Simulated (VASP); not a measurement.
Input of a VASP 6.6.1 run:

INCAR

```
SYSTEM = TiC
ALGO = Normal
EDIFF = 1E-6
ENCUT = 520
GGA = PE
ISIF = 2
ISMEAR = 0
LASPH = .TRUE.
LCHARG = .FALSE.
LREAL = .FALSE.
LWAVE = .FALSE.
NBANDS = 15
NELM = 60
PREC = Accurate
SIGMA = 0.15
```

The input KPOINTS:

```
k-points
0
G
  18 18 18
  0 0 0
```

File POSCAR:

```
TiC
1.0
    0.0000000000      2.2289200000      2.2289200000
    2.2289200000      0.0000000000      2.2289200000
    2.2289200000      2.2289200000      0.0000000000
Ti C
1 1
Direct
    0.0000000000      0.0000000000      0.0000000000
    0.5000000000      0.5000000000      0.5000000000
```

Potentials or basis: VASP PAW PBE potentials, release 64 (Ti_sv, C).

Command:

```bash
$ cat potpaw_PBE.64/Ti_sv/POTCAR potpaw_PBE.64/C/POTCAR > POTCAR
$ mpirun -np 1 vasp_std > vasp.out
```

What does it give for the pressure?

-17.7 GPa.

Predict the band gap on the k mesh.

zero (band 8 reaches 9.08 eV, above the bottom of band 9 at 8.04 eV).

Caveat: the cell differs from its parent crystal (strain +0.030 along x and y, +0.030 along z).
